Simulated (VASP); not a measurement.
# Al2Ga3As5 (I-4m2) in VASP: a series of runs

The runs below take Al2Ga3As5 through single point, with PBE.

Everything below comes from runs of VASP 6.6.1. Logs are shortened: lines on timing, memory, paths and dates and some standing lists are left out, and cuts for length are marked.

### Step 1. The cell of the first run

The structure is tetragonal, space group I-4m2 (No. 119). Conventional cell: a = 4.058 Å, b = 4.058 Å, c = 28.698 Å, α = 90.00°, β = 90.00°, γ = 90.00°. Al (site symmetry 2mm) has 4 As at 2.48 Å within 3.3 Å. Within 3.3 Å of Ga (site symmetry -4m2) lie 4 As at 2.49 Å. Ga (site symmetry 2mm) has 4 As at 2.49 Å within 3.3 Å. Within 3.3 Å of As (site symmetry 2mm) lie 4 Ga at 2.49 Å. As (site symmetry 2mm) has 2 Al at 2.48 Å and 2 Ga at 2.49 Å within 3.3 Å. As (site symmetry -4m2) has 4 Al at 2.48 Å within 3.3 Å.

### Step 2. Single point, PBE

The input, INCAR:

```
SYSTEM = Al2Ga3As5
PREC     = Accurate       ! precision mode
ENCUT    = 520            ! plane-wave cutoff, eV
EDIFF    = 1E-7           ! SCF threshold, eV
ISMEAR   = 0              ! smearing method
SIGMA    = 0.1            ! smearing width, eV
LREAL    = .FALSE.        ! projectors in reciprocal space
LASPH    = .TRUE.         ! aspherical terms in the spheres
NELM     = 100            ! most SCF steps
ALGO     = Normal         ! electronic algorithm
ISIF     = 2              ! what is computed and relaxed
LWAVE    = .FALSE.        ! write WAVECAR
LCHARG   = .FALSE.        ! write CHGCAR
GGA      = PE             ! functional
NBANDS   = 46             ! bands
```

The input, KPOINTS:

```
Automatic mesh
0
G
  4 4 4
  0 0 0
```

The input, POSCAR:

```
Al2Ga3As5
1.0
    0.0000000000     -4.0575769117      0.0000000000
    4.0575769117      0.0000000000      0.0000000000
   -2.0287884558      2.0287884558     14.3490177153
Al Ga As
2 3 5
Direct
    0.2001503318      0.2001503318      0.4003006637
    0.7998496682      0.7998496682      0.5996993363
    0.0000000000      0.0000000000      0.0000000000
    0.6001930113      0.6001930113      0.2003860226
    0.3998069887      0.3998069887      0.7996139774
    0.5500880643      0.0500880643      0.1001761285
    0.1504798685      0.6504798685      0.3009597370
    0.7500000000      0.2500000000      0.5000000000
    0.3495201315      0.8495201315      0.6990402630
    0.9499119357      0.4499119357      0.8998238715
```

Potentials or basis: VASP PAW PBE potentials, release 64 (Al, Ga_d, As).

The run is started by

```console
cat potpaw_PBE.64/Al/POTCAR potpaw_PBE.64/Ga_d/POTCAR potpaw_PBE.64/As/POTCAR > POTCAR
mpirun -np 1 vasp_std > vasp.out
```

OUTCAR:

```text
SYSTEM = Al2Ga3As5
   PREC = Accurate
   ENCUT = 520
   EDIFF = 1E-7
   ISMEAR = 0
   LREAL = .FALSE.
   LASPH = .TRUE.
   NELM = 100
   ISIF = 2
   GGA = PE

 ion  position               nearest neighbor table
   1  0.200  0.200  0.400-   7 2.48   7 2.48   8 2.48   8 2.48
   2  0.800  0.800  0.600-   9 2.48   9 2.48   8 2.48   8 2.48
   3  0.000  0.000  0.000-   6 2.49  10 2.49   6 2.49  10 2.49
   4  0.600  0.600  0.200-   6 2.49   6 2.49   7 2.49   7 2.49
   5  0.400  0.400  0.800-  10 2.49  10 2.49   9 2.49   9 2.49
   6  0.550  0.050  0.100-   3 2.49   3 2.49   4 2.49   4 2.49
   7  0.150  0.650  0.301-   1 2.48   1 2.48   4 2.49   4 2.49
   8  0.750  0.250  0.500-   1 2.48   2 2.48   2 2.48   1 2.48
   9  0.350  0.850  0.699-   2 2.48   2 2.48   5 2.49   5 2.49
  10  0.950  0.450  0.900-   3 2.49   3 2.49   5 2.49   5 2.49

  LATTYP: Found a body centered tetragonal cell.
 ALAT       =     4.0575769117
 C/A-ratio  =     7.0727027620

  Lattice vectors:

 A1 = (  -2.0287884559,  -2.0287884558, -14.3490177153)
 A2 = (   2.0287884558,   2.0287884559, -14.3490177153)
 A3 = (   2.0287884559,  -2.0287884559,  14.3490177153)

Analysis of symmetry for initial positions (statically):
=====================================================================
 Subroutine PRICEL returns:
 Original cell was already a primitive cell.

 Routine SETGRP: Setting up the symmetry group for a
 body centered tetragonal supercell.

 Subroutine GETGRP returns: Found  8 space group operations
 (whereof  8 operations were pure point group operations)
 out of a pool of 16 trial point group operations.

The static configuration has the point symmetry D_2d.

Analysis of symmetry for dynamics (positions and initial velocities):
=====================================================================
 Subroutine PRICEL returns:
 Original cell was already a primitive cell.

 Routine SETGRP: Setting up the symmetry group for a
 body centered tetragonal supercell.

 Subroutine GETGRP returns: Found  8 space group operations
 (whereof  8 operations were pure point group operations)
 out of a pool of 16 trial point group operations.

The dynamic configuration has the point symmetry D_2d.

 Subroutine INISYM returns: Found  8 space group operations
 (whereof  8 operations are pure point group operations),
 and found     1 'primitive' translations

----------------------------------------------------------------------------------------

                                     Primitive cell

  volume of cell :     236.2412

  direct lattice vectors                    reciprocal lattice vectors
     0.000000000 -4.057576912  0.000000000     0.000000000 -0.246452506  0.034845591
     4.057576912  0.000000000  0.000000000     0.246452506  0.000000000  0.034845591
    -2.028788456  2.028788456 14.349017715     0.000000000  0.000000000  0.069691182

  length of vectors
     4.057576912  4.057576912 14.633054178     0.248903703  0.248903703  0.069691182

  position of ions in fractional coordinates (direct lattice)
     0.200150332  0.200150332  0.400300664
     0.799849668  0.799849668  0.599699336
     0.000000000  0.000000000  0.000000000
     0.600193011  0.600193011  0.200386023
     0.399806989  0.399806989  0.799613977
     0.550088064  0.050088064  0.100176129
     0.150479868  0.650479868  0.300959737
     0.750000000  0.250000000  0.500000000
     0.349520132  0.849520132  0.699040263
     0.949911936  0.449911936  0.899823871

  ion indices of the primitive-cell ions
   primitive index   ion index
                 1           1
                 2           2
                 3           3
                 4           4
                 5           5
                 6           6
                 7           7
                 8           8
                 9           9
                10          10

----------------------------------------------------------------------------------------

 KPOINTS: Automatic mesh

Automatic generation of k-mesh.
 Grid dimensions read from file:
 generate k-points for:    4    4    4

 Generating k-lattice:

  Cartesian coordinates                     Fractional coordinates (reciprocal lattice)
     0.000000000 -0.061613127  0.008711398     0.250000000  0.000000000 -0.000000000
     0.061613127  0.000000000  0.008711398     0.000000000  0.250000000 -0.000000000
     0.000000000  0.000000000  0.017422795     0.000000000  0.000000000  0.250000000

  Length of vectors
     0.062225926  0.062225926  0.017422795

  Shift w.r.t. Gamma in fractional coordinates (k-lattice)
     0.000000000  0.000000000  0.000000000

 Subroutine IBZKPT returns following result:
 ===========================================

 Found     13 irreducible k-points:

 Following reciprocal coordinates:
            Coordinates               Weight
  0.000000  0.000000  0.000000      1.000000
  0.250000  0.000000 -0.000000      8.000000
  0.500000  0.000000 -0.000000      4.000000
  0.250000  0.250000 -0.000000      8.000000
  0.500000  0.250000  0.000000     16.000000
 -0.250000  0.250000  0.000000      4.000000
  0.500000  0.500000 -0.000000      2.000000
  0.000000  0.000000  0.250000      2.000000
  0.250000  0.000000  0.250000      8.000000
  0.500000  0.000000  0.250000      4.000000
  0.250000  0.250000  0.250000      4.000000
  0.500000  0.500000  0.250000      2.000000
  0.000000  0.000000  0.500000      1.000000
   k-points           NKPTS =     13   k-points in BZ     NKDIM =     13   number of bands    NBANDS=     46
   number of dos      NEDOS =    301   number of ions     NIONS =     10
   total plane-waves  NPLWV = 100800
   dimension x,y,z NGX =    30 NGY =   30 NGZ =  112
   dimension x,y,z NGXF=    60 NGYF=   60 NGZF=  224
   ions per type =               2   3   5
   NGX,Y,Z   is equivalent  to a cutoff of  12.29, 12.29, 12.72 a.u.
   NGXF,Y,Z  is equivalent  to a cutoff of  24.58, 24.58, 25.45 a.u.
 SYSTEM =  Al2Ga3As5
   PREC   = accura    normal or accurate (medium, high low for compatibility)
   ISTART =      0    job   : 0-new  1-cont  2-samecut
   ICHARG =      2    charge: 1-file 2-atom 10-const
   ISPIN  =      1    spin polarized calculation?
   LNONCOLLINEAR =      F non collinear calculations
   LSORBIT =      F    spin-orbit coupling
   LASPH  =      T    aspherical Exc in radial PAW
   ENCUT  =  520.0 eV  38.22 Ry    6.18 a.u.   7.54  7.54 27.21*2*pi/ulx,y,z
   NELM   =    100;   NELMIN=  2; NELMDL= -5     # of ELM steps
   EDIFF  = 0.1E-06   stopping-criterion for ELM
   LREAL  =      F    real-space projection
   EDIFFG = 0.1E-05   stopping-criterion for IOM
   NSW    =      0    number of steps for IOM
   IBRION =     -1    ionic relax: 0-MD 1-quasi-New 2-CG
   NFREE  =      0    steps in history (QN), initial steepest desc. (CG)
   ISIF   =      2    stress and relaxation
   ISYM   =      2    0-nonsym 1-usesym 2-fastsym
   POTIM  = 0.5000    time-step for ionic-motion
   TEBEG  =    0.0;   TEEND  =   0.0 temperature during run
   PSTRESS=    0.0 pullay stress
   NELECT =      70.0000    total number of electrons
   NUPDOWN=      -1.0000    fix difference up-down
   EMIN   =  10.00;   EMAX   =-10.00  energy-range for DOS
   EFERMI =   0.00;   METHOD = LEGACY
   ISMEAR =     0;   SIGMA  =   0.10  broadening in eV -4-tet -1-fermi 0-gaus
   EFERMI_NEDOS =   21; number of points for ismear=-14 and -15
   IALGO  =     38    algorithm
   IMIX   =      4    mixing-type and parameters
     AMIX     =   0.40;   BMIX     =  1.00
     AMIX_MAG =   1.60;   BMIX_MAG =  1.00
  volume/ion in A,a.u.               =      23.62       159.42
  Fermi-wavevector in a.u.,A,eV,Ry     =   1.091413  2.062471 16.207006  1.191181
  Thomas-Fermi vector in A             =   2.227657
   LORBIT       =      0    0 simple, 1 ext, 2 COOP (PROOUT), +10 PAW based schemes
   GGA     = PE    functional components
   LHFCALC =     F    Hartree Fock is set to
   AEXX    =    0.0000 exact exchange contribution
   IVDW    =     0    specifies the selected vdW correction
   LEPSILON=     F    determine dielectric tensor
   LRPA    =     F    only Hartree local field effects (RPA)
 non-spin polarized calculation
 Gauss-broadening in eV      SIGMA  =   0.10
  energy-cutoff  :      520.00
  volume of cell :      236.24
 maximum number of plane-waves:      6387
   NGX = 15   NGY = 15   NGZ = 55

 number of electron      70.0000022 magnetization

 Free energy of the ion-electron system (eV)
  ---------------------------------------------------
  ext. energy  EPLUGINS =         0.00000000
  ---------------------------------------------------
  free energy    TOTEN  =       -43.35290130 eV

  energy without entropy =      -43.35290130  energy(sigma->0) =      -43.35290130

 E-fermi :   3.9319     XC(G=0):  -9.1786

 val. band max:        3.5616979396   @ k =   0.0000   0.0000   0.0000
 cond. band min:       4.2921454131   @ k =   0.0000   0.0000   0.0000
 fundamental gap:      0.7304474735
 Fermi energy:         3.9318546765

 k-point     1 :       0.0000    0.0000    0.0000
  band No.  band energies     occupation
      1     -11.1116      2.00000
      2     -11.0897      2.00000
      3     -11.0436      2.00000
      4     -11.0316      2.00000
      5     -11.0316      2.00000
      6     -11.0243      2.00000
[... 38 lines left out ...]
     45       7.4450      0.00000
     46       7.4460      0.00000

 k-point     2 :       0.2500    0.0000   -0.0000
  band No.  band energies     occupation
      1     -11.1048      2.00000
      2     -11.0881      2.00000
      3     -11.0572      2.00000
      4     -11.0450      2.00000
      5     -11.0279      2.00000
      6     -11.0244      2.00000
[... 531 lines left out ...]
 k-point    13 :       0.0000    0.0000    0.5000
  band No.  band energies     occupation
      1     -11.1116      2.00000
      2     -11.0895      2.00000
      3     -11.0437      2.00000
      4     -11.0316      2.00000
      5     -11.0316      2.00000
      6     -11.0243      2.00000
[... 38 lines left out ...]
     45       7.0332      0.00000
     46       7.9361      0.00000

------------------------ aborting loop because EDIFF is reached ----------------------------------------

  FORCE on cell =-STRESS in cart. coord.  units (eV):
  Direction    XX          YY          ZZ          XY          YZ          ZX
  --------------------------------------------------------------------------------------
  -------------------------------------------------------------------------------------
  Total        0.9083476      0.9083476     -0.6534561      0.0000000      0.0000000     -0.0000000
  in kB        6.1603720      6.1603720     -4.4317094      0.0000000      0.0000000     -0.0000000
  external PRESSURE =       2.6296782 kB  Pullay stress =       0.0000000 kB

 VOLUME and BASIS-vectors are now :
 -----------------------------------------------------------------------------
  energy-cutoff  :      520.00
  volume of cell :      236.24
      direct lattice vectors                 reciprocal lattice vectors
     0.000000000 -4.057576912  0.000000000     0.000000000 -0.246452506  0.034845591
     4.057576912  0.000000000  0.000000000     0.246452506  0.000000000  0.034845591
    -2.028788456  2.028788456 14.349017715     0.000000000  0.000000000  0.069691182

 POSITION                                       TOTAL-FORCE (eV/Angst)
 -----------------------------------------------------------------------------------
     -0.00000      0.00000      5.74392        -0.000000      0.000000     -0.008655
      2.02879     -2.02879      8.60510         0.000000     -0.000000      0.008655
      0.00000      0.00000      0.00000         0.000000      0.000000      0.000000
      2.02879     -2.02879      2.87534        -0.000000      0.000000     -0.011365
      0.00000     -0.00000     11.47368         0.000000     -0.000000      0.011365
      0.00000     -2.02879      1.43743         0.000000     -0.000000      0.001459
      2.02879     -0.00000      4.31848         0.000000     -0.000000      0.013714
      0.00000     -2.02879      7.17451         0.000000      0.000000      0.000000
      2.02879     -0.00000     10.03054        -0.000000      0.000000     -0.013714
     -0.00000     -2.02879     12.91159        -0.000000      0.000000     -0.001459
 -----------------------------------------------------------------------------------
    total drift:                                0.000006      0.000006     -0.000000

  FREE ENERGIE OF THE ION-ELECTRON SYSTEM (eV)
  ---------------------------------------------------
  free  energy   TOTEN  =       -43.3529013001 eV

  energy  without entropy=      -43.3529012960  energy(sigma->0) =      -43.35290130
```

It took 3.8 min on 1 thread of Intel Xeon Platinum 8375C at 2.90GHz (Ice Lake), shared host; peak memory 0.36 GiB.

Results:

- Free energy: -43.3529 eV
- Pressure: 0.3 GPa
- Largest force: 0.014 eV/Å
- Band gap on the k mesh: 0.73 eV

Forces on the atoms (eV/Å):
```
Al   0.000  0.000 -0.009
Al   0.000  0.000  0.009
Ga   0.000  0.000  0.000
Ga   0.000  0.000 -0.011
Ga   0.000  0.000  0.011
As   0.000  0.000  0.001
As   0.000  0.000  0.014
As   0.000  0.000  0.000
As   0.000  0.000 -0.014
As   0.000  0.000 -0.001
```

Stress tensor (GPa, compression positive):
```
 0.62  0.00  0.00
 0.00  0.62  0.00
 0.00  0.00 -0.44
```

Levels at points of the mesh, in eV from the valence-band top:
| k point | band 31 | band 32 | band 33 | band 34 | band 35 | band 36 | band 37 | band 38 | band 39 | band 40 |
| --- | --- | --- | --- | --- | --- | --- | --- | --- | --- | --- |
| (0.00, 0.00, 0.00) | -1.10 | -1.10 | -0.03 | 0.00 | 0.00 | 0.73 | 1.44 | 1.73 | 2.17 | 2.19 |
| (0.50, 0.00, 0.00) | -1.10 | -0.98 | -0.98 | -0.94 | -0.93 | 1.24 | 1.88 | 2.13 | 2.86 | 2.90 |
| (0.50, 0.50, 0.00) | -2.68 | -2.62 | -2.61 | -2.37 | -2.37 | 1.48 | 1.84 | 2.03 | 2.33 | 2.56 |
| (0.00, 0.00, 0.50) | -1.15 | -0.51 | -0.51 | -0.28 | -0.28 | 1.45 | 1.72 | 1.87 | 1.91 | 2.08 |

Caveat: semilocal functionals underestimate gaps, and a narrow one can read as zero.

### Step 3. Single point, PBE

This run uses another cell than the first one, of 20.62 Å³/atom.

The input, INCAR:

```
SYSTEM = Al2Ga3As5
ALGO = Normal ; EDIFF = 1E-6
ENCUT = 520 ; GGA = PE
ISIF = 2 ; ISMEAR = 0
LASPH = .True. ; LCHARG = .False.
LREAL = .False. ; LWAVE = .False.
NBANDS = 46 ; NELM = 80
PREC = Accurate ; SIGMA = 0.1
```

The input, KPOINTS:

```
k-points
0
Gamma
  6 6 6
  0 0 0
```

The input, POSCAR:

```
Al2Ga3As5
1.0
   -1.9391340000      1.9391340000     13.7117480400
    1.9391340000     -1.9391340000     13.7117480400
    1.9391340000      1.9391340000    -13.7117480400
Al Ga As
2 3 5
Direct
    0.2000000000      0.2000000000      0.0000000000
    0.8000000000      0.8000000000      0.0000000000
    0.0000000000      0.0000000000      0.0000000000
    0.6000000000      0.6000000000      0.0000000000
    0.4000000000      0.4000000000      0.0000000000
    0.5500000000      0.0500000000      0.5000000000
    0.1500000000      0.6500000000      0.5000000000
    0.7500000000      0.2500000000      0.5000000000
    0.3500000000      0.8500000000      0.5000000000
    0.9500000000      0.4500000000      0.5000000000
```

Potentials or basis: VASP PAW PBE potentials, release 64 (Al, Ga_d, As).

The run is started by

```console
cat potpaw_PBE.64/Al/POTCAR potpaw_PBE.64/Ga_d/POTCAR potpaw_PBE.64/As/POTCAR > POTCAR
mpirun -np 1 vasp_std > vasp.out
```

Run time: 75 min. Hardware: 1 thread of Intel Xeon Platinum 8375C at 2.90GHz (Ice Lake), shared host; peak memory 2 GiB.

The run converged. Its results:

| Property | Result |
| --- | --- |
| Free energy | -42.5514 eV |
| Pressure | 12.0 GPa |
| Largest force | 0.088 eV/Å |
| Band gap on the k mesh | 1.19 eV |

Forces in eV/Å, atoms in the order of the input:
```
Al   0.000  0.000 -0.027
Al   0.000  0.000  0.027
Ga   0.000  0.000  0.000
Ga   0.000  0.000 -0.037
Ga   0.000  0.000  0.037
As   0.000  0.000 -0.011
As   0.000  0.000  0.088
As   0.000  0.000  0.000
As   0.000  0.000 -0.088
As   0.000  0.000  0.011
```

Stress tensor (GPa, compression positive):
```
12.04  0.00  0.00
 0.00 12.04  0.00
 0.00  0.00 11.80
```

Levels at points of the mesh, in eV from the valence-band top:
| k point | band 31 | band 32 | band 33 | band 34 | band 35 | band 36 | band 37 | band 38 | band 39 | band 40 |
| --- | --- | --- | --- | --- | --- | --- | --- | --- | --- | --- |
| (0.00, 0.00, 0.00) | -1.31 | -1.31 | -0.03 | 0.00 | 0.00 | 1.19 | 1.55 | 1.76 | 2.13 | 2.15 |
| (0.50, 0.00, 0.00) | -1.25 | -1.18 | -1.15 | -1.13 | -1.12 | 1.67 | 2.35 | 2.58 | 3.18 | 3.20 |
| (0.50, 0.50, 0.00) | -3.16 | -3.12 | -3.08 | -2.79 | -2.79 | 1.21 | 1.80 | 1.84 | 2.21 | 2.64 |
| (0.50, 0.50, 0.50) | -1.01 | -0.64 | -0.64 | -0.34 | -0.34 | 1.20 | 1.72 | 1.79 | 1.98 | 2.68 |

Caveat: the cell stands under pressure.

[end of part 1 of 2]
